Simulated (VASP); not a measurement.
# Na4TmSb (F-43m) in VASP: further runs

Na4TmSb is run at these levels: PBE; tasks: single point, relaxation of cell and atoms.

All numbers are computed with VASP 6.6.1; they aren't measurements. Logs are shortened: lines on timing, memory, paths and dates and some standing lists are left out, and cuts for length are marked.

### 1 The cell of the first run

The structure is cubic, space group F-43m (No. 216). The conventional cell has a = 8.316 Å, b = 8.316 Å, c = 8.316 Å, α = 90.00°, β = 90.00°, γ = 90.00°. Within 3.9 Å of Na (site symmetry 3m) lie 6 Na at 2.94 Å and 3 Sb at 3.45 Å and 3 Tm at 3.45 Å. Tm (site symmetry -43m) has 12 Na at 3.45 Å and 4 Sb at 3.60 Å within 4.5 Å. Sb (site symmetry -43m) has 12 Na at 3.45 Å and 4 Tm at 3.60 Å within 4.5 Å.

The cell was built from a structure type or drawn by symmetry, and may not be a known phase.

### 2 Single point, PBE

Input file INCAR:

```
SYSTEM = Na4TmSb
  PREC = Accurate
  ENCUT = 500
  EDIFF = 1E-6
  ISMEAR = 0
  SIGMA = 0.1
  LREAL = .False.
  LASPH = .True.
  NELM = 200
  ALGO = Normal
  ISIF = 2
  LWAVE = .False.
  LCHARG = .False.
  GGA = PE
  NBANDS = 30
  GGA_COMPAT = .False.
  LMAXMIX = 6
```

Input file KPOINTS:

```
regular mesh
0
Gamma
  4 4 4
  0 0 0
```

Input file POSCAR:

```
Na4TmSb
1.0
    0.0000000000      4.1579679900      4.1579679900
    4.1579679900      0.0000000000      4.1579679900
    4.1579679900      4.1579679900      0.0000000000
Na Tm Sb
4 1 1
Direct
    0.6249677700      0.1250966900      0.6249677700
    0.6249677700      0.6249677700      0.1250966900
    0.6249677700      0.6249677700      0.6249677700
    0.1250966900      0.6249677700      0.6249677700
    0.0000000000      0.0000000000      0.0000000000
    0.2500000000      0.2500000000      0.2500000000
```

Potentials or basis: VASP PAW PBE potentials, release 64 (Na_pv, Tm_3, Sb), 4f in core.

Command:

```
> cat potpaw_PBE.64/Na_pv/POTCAR potpaw_PBE.64/Tm_3/POTCAR potpaw_PBE.64/Sb/POTCAR > POTCAR
> mpirun -np 1 vasp_std > vasp.out
```

OUTCAR:

```text
SYSTEM = Na4TmSb
   PREC = Accurate
   ENCUT = 500
   EDIFF = 1E-6
   ISMEAR = 0
   LREAL = .False.
   LASPH = .True.
   NELM = 200
   ISIF = 2
   GGA = PE

 ion  position               nearest neighbor table
   1  0.625  0.125  0.625-
   2  0.625  0.625  0.125-
   3  0.625  0.625  0.625-
   4  0.125  0.625  0.625-
   5  0.000  0.000  0.000-   6 3.60   6 3.60   6 3.60   6 3.60
   6  0.250  0.250  0.250-   5 3.60   5 3.60   5 3.60   5 3.60

  LATTYP: Found a face centered cubic cell.
 ALAT       =     8.3159359800

  Lattice vectors:

 A1 = (   0.0000000000,   4.1579679900,   4.1579679900)
 A2 = (   4.1579679900,   0.0000000000,   4.1579679900)
 A3 = (   4.1579679900,   4.1579679900,   0.0000000000)

Analysis of symmetry for initial positions (statically):
=====================================================================
 Subroutine PRICEL returns:
 Original cell was already a primitive cell.

 Routine SETGRP: Setting up the symmetry group for a
 face centered cubic supercell.

 Subroutine GETGRP returns: Found 24 space group operations
 (whereof 24 operations were pure point group operations)
 out of a pool of 48 trial point group operations.

The static configuration has the point symmetry T_d .

Analysis of symmetry for dynamics (positions and initial velocities):
=====================================================================
 Subroutine PRICEL returns:
 Original cell was already a primitive cell.

 Routine SETGRP: Setting up the symmetry group for a
 face centered cubic supercell.

 Subroutine GETGRP returns: Found 24 space group operations
 (whereof 24 operations were pure point group operations)
 out of a pool of 48 trial point group operations.

The dynamic configuration has the point symmetry T_d .

 Subroutine INISYM returns: Found 24 space group operations
 (whereof 24 operations are pure point group operations),
 and found     1 'primitive' translations

----------------------------------------------------------------------------------------

                                     Primitive cell

  volume of cell :     143.7717

  direct lattice vectors                    reciprocal lattice vectors
     0.000000000  4.157967990  4.157967990    -0.120251046  0.120251046  0.120251046
[... 77 lines left out ...]
   EDIFF  = 0.1E-05   stopping-criterion for ELM
   LREAL  =      F    real-space projection
   EDIFFG = 0.1E-04   stopping-criterion for IOM
   NSW    =      0    number of steps for IOM
   IBRION =     -1    ionic relax: 0-MD 1-quasi-New 2-CG
   NFREE  =      0    steps in history (QN), initial steepest desc. (CG)
   ISIF   =      2    stress and relaxation
   ISYM   =      2    0-nonsym 1-usesym 2-fastsym
   POTIM  = 0.5000    time-step for ionic-motion
   TEBEG  =    0.0;   TEEND  =   0.0 temperature during run
   PSTRESS=    0.0 pullay stress
   NELECT =      42.0000    total number of electrons
   NUPDOWN=      -1.0000    fix difference up-down
   EMIN   =  10.00;   EMAX   =-10.00  energy-range for DOS
   EFERMI =   0.00;   METHOD = LEGACY
   ISMEAR =     0;   SIGMA  =   0.10  broadening in eV -4-tet -1-fermi 0-gaus
   EFERMI_NEDOS =   21; number of points for ismear=-14 and -15
   IALGO  =     38    algorithm
   IMIX   =      4    mixing-type and parameters
     AMIX     =   0.40;   BMIX     =  1.00
     AMIX_MAG =   1.60;   BMIX_MAG =  1.00
  volume/ion in A,a.u.               =      23.96       161.70
  Fermi-wavevector in a.u.,A,eV,Ry     =   1.086259  2.052732 16.054317  1.179959
  Thomas-Fermi vector in A             =   2.222392
   LORBIT       =      0    0 simple, 1 ext, 2 COOP (PROOUT), +10 PAW based schemes
   GGA     = PE    functional components
   LHFCALC =     F    Hartree Fock is set to
   AEXX    =    0.0000 exact exchange contribution
   IVDW    =     0    specifies the selected vdW correction
   LEPSILON=     F    determine dielectric tensor
   LRPA    =     F    only Hartree local field effects (RPA)
 non-spin polarized calculation
 Gauss-broadening in eV      SIGMA  =   0.10
  energy-cutoff  :      500.00
  volume of cell :      143.77
 maximum number of plane-waves:      3695
 NGX is ok and might be reduce to    48
   NGX = 21   NGY = 21   NGZ = 21

 number of electron      42.0000013 magnetization

 Free energy of the ion-electron system (eV)
  ---------------------------------------------------
  ext. energy  EPLUGINS =         0.00000000
  ---------------------------------------------------
  free energy    TOTEN  =       -12.48272030 eV

  energy without entropy =      -12.46260250  energy(sigma->0) =      -12.47266140

 E-fermi :   3.9320     XC(G=0):  -8.8864

 val. band max:        3.8910588759   @ k =  -0.2500   0.2500   0.0000
 cond. band min:       4.0415401193   @ k =   0.2500   0.0000   0.0000
 fundamental gap:      0.1504812434
 Fermi energy:         3.9319663297

 k-point     1 :       0.0000    0.0000    0.0000
  band No.  band energies     occupation
      1     -22.8597      2.00000
      2     -22.8597      2.00000
      3     -22.8597      2.00000
      4     -21.2781      2.00000
      5     -21.1033      2.00000
      6     -21.1033      2.00000
[... 253 lines left out ...]
     29       8.5690      0.00000
     30       8.8042      0.00000

------------------------ aborting loop because EDIFF is reached ----------------------------------------

  FORCE on cell =-STRESS in cart. coord.  units (eV):
  Direction    XX          YY          ZZ          XY          YZ          ZX
  --------------------------------------------------------------------------------------
  -------------------------------------------------------------------------------------
  Total        5.0365071      5.0365071      5.0365071      0.0000000      0.0000000      0.0000000
  in kB       56.1263252     56.1263252     56.1263252      0.0000000      0.0000000      0.0000000
  external PRESSURE =      56.1263252 kB  Pullay stress =       0.0000000 kB

 VOLUME and BASIS-vectors are now :
 -----------------------------------------------------------------------------
  energy-cutoff  :      500.00
  volume of cell :      143.77
      direct lattice vectors                 reciprocal lattice vectors
     0.000000000  4.157967990  4.157967990    -0.120251046  0.120251046  0.120251046
     4.157967990  0.000000000  4.157967990     0.120251046 -0.120251046  0.120251046
     4.157967990  4.157967990  0.000000000     0.120251046  0.120251046 -0.120251046

 POSITION                                       TOTAL-FORCE (eV/Angst)
 -----------------------------------------------------------------------------------
      3.11874      5.19719      3.11874         0.049419     -0.049419      0.049419
      3.11874      3.11874      5.19719         0.049419      0.049419     -0.049419
      5.19719      5.19719      5.19719        -0.049419     -0.049419     -0.049419
      5.19719      3.11874      3.11874        -0.049419      0.049419      0.049419
      0.00000      0.00000      0.00000         0.000000      0.000000      0.000000
      2.07898      2.07898      2.07898         0.000000      0.000000      0.000000
 -----------------------------------------------------------------------------------
    total drift:                               -0.000000     -0.000000     -0.000000

  FREE ENERGIE OF THE ION-ELECTRON SYSTEM (eV)
  ---------------------------------------------------
  free  energy   TOTEN  =       -12.4827202976 eV

  energy  without entropy=      -12.4626024990  energy(sigma->0) =      -12.47266140
```

stdout:

```text
POSCAR found type information on POSCAR NaTmSb
 POSCAR found :  3 types and       6 ions
 scaLAPACK will be used
 LDA part: xc-table for (Slater+PW92), standard interpolation
 POSCAR, INCAR and KPOINTS ok, starting setup
 FFT: planning ... GRIDC
 FFT: planning ... GRID_SOFT
 FFT: planning ... GRID
 WAVECAR not read
 entering main loop
```

Wall time 32 s (1 thread of Intel Xeon 6975P-C (Granite Rapids), shared host); peak memory 0.32 GiB.

Results:

```yaml
Free_energy: -12.4827 eV
Pressure: 5.6 GPa
Largest_force: 0.086 eV/Å
Band_gap_on_the_k_mesh: zero (bands 21 and 22 overlap by 0.48 eV)
```

Forces in eV/Å, atoms in the order of the input:
```
Na   0.049 -0.049  0.049
Na   0.049  0.049 -0.049
Na  -0.049 -0.049 -0.049
Na  -0.049  0.049  0.049
Tm   0.000  0.000  0.000
Sb   0.000  0.000  0.000
```

Caveat: the cell stands under pressure; spin-orbit coupling is left out, which moves the levels of the heavy elements; the 4f electrons are frozen in the core, so they carry no moment and show no levels. Spin polarisation is off, so any magnetic state and its effect on volume and gap are missing.

### 3 Single point, PBE

This run uses another cell than the first one, of 28.99 Å³/atom.

Input file INCAR:

```
ALGO = Normal
EDIFF = 1E-6
ENCUT = 500
GGA = PE
GGA_COMPAT = False
ISIF = 2
ISMEAR = 0
LASPH = True
LCHARG = True
LELF = True
LMAXMIX = 6
LREAL = False
LVHAR = True
LWAVE = False
NBANDS = 30
NELM = 200
PREC = Accurate
SIGMA = 0.1
```

Input file KPOINTS:

```
k-points
0
Gamma
  4 4 4
```

Input file POSCAR:

```
Na4TmSb
1.0
    0.0000000000      4.4304922474      4.4304922474
    4.4304922474      0.0000000000      4.4304922474
    4.4304922474      4.4304922474      0.0000000000
Na Tm Sb
4 1 1
Direct
    0.6247915892      0.1256252323      0.6247915892
    0.6247915892      0.6247915892      0.1256252323
    0.6247915892      0.6247915892      0.6247915892
    0.1256252323      0.6247915892      0.6247915892
    0.0000000000      0.0000000000      0.0000000000
    0.2500000000      0.2500000000      0.2500000000
```

Potentials or basis: VASP PAW PBE potentials, release 64 (Na_pv, Tm_3, Sb), 4f in core.

Command:

```
> cat potpaw_PBE.64/Na_pv/POTCAR potpaw_PBE.64/Tm_3/POTCAR potpaw_PBE.64/Sb/POTCAR > POTCAR
> mpirun -np 1 vasp_std > vasp.out
```

OUTCAR:

```text
EDIFF = 1E-6
   ENCUT = 500
   GGA = PE
   ISIF = 2
   ISMEAR = 0
   LASPH = True
   LREAL = False
   NELM = 200
   PREC = Accurate

 ion  position               nearest neighbor table
   1  0.625  0.126  0.625-
   2  0.625  0.625  0.126-
   3  0.625  0.625  0.625-
   4  0.126  0.625  0.625-
   5  0.000  0.000  0.000-
   6  0.250  0.250  0.250-

  LATTYP: Found a face centered cubic cell.
 ALAT       =     8.8609844948

  Lattice vectors:

 A1 = (   0.0000000000,   4.4304922474,   4.4304922474)
 A2 = (   4.4304922474,   0.0000000000,   4.4304922474)
 A3 = (   4.4304922474,   4.4304922474,   0.0000000000)

Analysis of symmetry for initial positions (statically):
=====================================================================
 Subroutine PRICEL returns:
 Original cell was already a primitive cell.

 Routine SETGRP: Setting up the symmetry group for a
[... 156 lines left out ...]
  free energy    TOTEN  =       -12.94701681 eV

  energy without entropy =      -12.92149640  energy(sigma->0) =      -12.93425661

 E-fermi :   2.7972     XC(G=0):  -8.1930

 val. band max:        2.6770095788   @ k =   0.5000   0.0000   0.0000
 cond. band min:       2.8134763741   @ k =  -0.2500   0.2500   0.0000
 fundamental gap:      0.1364667952
 Fermi energy:         2.7971624015

 k-point     1 :       0.0000    0.0000    0.0000
  band No.  band energies     occupation
      1     -24.4616      2.00000
      2     -24.4616      2.00000
      3     -24.4616      2.00000
      4     -22.2634      2.00000
      5     -22.1579      2.00000
      6     -22.1579      2.00000
[... 253 lines left out ...]
     29       6.5060      0.00000
     30       7.1709      0.00000

------------------------ aborting loop because EDIFF is reached ----------------------------------------

  FORCE on cell =-STRESS in cart. coord.  units (eV):
  Direction    XX          YY          ZZ          XY          YZ          ZX
  --------------------------------------------------------------------------------------
  -------------------------------------------------------------------------------------
  Total        0.1052304      0.1052304      0.1052304      0.0000000      0.0000000      0.0000000
  in kB        0.9693172      0.9693172      0.9693172      0.0000000      0.0000000      0.0000000
  external PRESSURE =       0.9693172 kB  Pullay stress =       0.0000000 kB

 VOLUME and BASIS-vectors are now :
 -----------------------------------------------------------------------------
  energy-cutoff  :      500.00
  volume of cell :      173.93
      direct lattice vectors                 reciprocal lattice vectors
     0.000000000  4.430492247  4.430492247    -0.112854277  0.112854277  0.112854277
     4.430492247  0.000000000  4.430492247     0.112854277 -0.112854277  0.112854277
     4.430492247  4.430492247  0.000000000     0.112854277  0.112854277 -0.112854277

 POSITION                                       TOTAL-FORCE (eV/Angst)
 -----------------------------------------------------------------------------------
      3.32472      5.53627      3.32472        -0.007256      0.007256     -0.007256
      3.32472      3.32472      5.53627        -0.007256     -0.007256      0.007256
      5.53627      5.53627      5.53627         0.007256      0.007256      0.007256
      5.53627      3.32472      3.32472         0.007256     -0.007256     -0.007256
      0.00000      0.00000      0.00000         0.000000      0.000000      0.000000
      2.21525      2.21525      2.21525         0.000000      0.000000      0.000000
 -----------------------------------------------------------------------------------
    total drift:                                0.000000      0.000000      0.000000

  FREE ENERGIE OF THE ION-ELECTRON SYSTEM (eV)
  ---------------------------------------------------
  free  energy   TOTEN  =       -12.9470168101 eV

  energy  without entropy=      -12.9214964026  energy(sigma->0) =      -12.93425661
```

stdout:

```text
POSCAR found type information on POSCAR NaTmSb
 POSCAR found :  3 types and       6 ions
 scaLAPACK will be used
 LDA part: xc-table for (Slater+PW92), standard interpolation
 POSCAR, INCAR and KPOINTS ok, starting setup
 FFT: planning ... GRIDC
 FFT: planning ... GRID_SOFT
 FFT: planning ... GRID
 WAVECAR not read
 entering main loop
```

It took 30 s on 1 thread of Intel Xeon 6975P-C (Granite Rapids), shared host; peak memory 0.32 GiB.

What came out:

```yaml
Free_energy: -12.9470 eV
Pressure: 0.1 GPa
Largest_force: 0.013 eV/Å
Band_gap_on_the_k_mesh: zero (bands 21 and 22 overlap by 0.63 eV)
```

Forces on the atoms (eV/Å):
```
Na  -0.007  0.007 -0.007
Na  -0.007 -0.007  0.007
Na   0.007  0.007  0.007
Na   0.007 -0.007 -0.007
Tm   0.000  0.000  0.000
Sb   0.000  0.000  0.000
```

Levels at points of the mesh, in eV from the Fermi level:
| k point | band 17 | band 18 | band 19 | band 20 | band 21 | band 22 | band 23 | band 24 | band 25 | band 26 |
| --- | --- | --- | --- | --- | --- | --- | --- | --- | --- | --- |
| (0.00, 0.00, 0.00) | -2.97 | -2.06 | -2.06 | -2.06 | 0.34 | 0.34 | 1.09 | 1.09 | 1.09 | 1.17 |
| (0.50, 0.00, 0.00) | -3.87 | -2.09 | -2.09 | -1.62 | -0.12 | 0.13 | 0.13 | 0.69 | 0.69 | 1.67 |
| (0.50, 0.50, 0.00) | -3.75 | -2.33 | -2.33 | -1.77 | -1.18 | 0.65 | 0.65 | 0.75 | 1.49 | 1.74 |

Caveat: spin-orbit coupling is left out, which moves the levels of the heavy elements; the 4f electrons are frozen in the core, so they carry no moment and show no levels. Spin polarisation is off, so any magnetic state and its effect on volume and gap are missing.

[end of part 1 of 2]
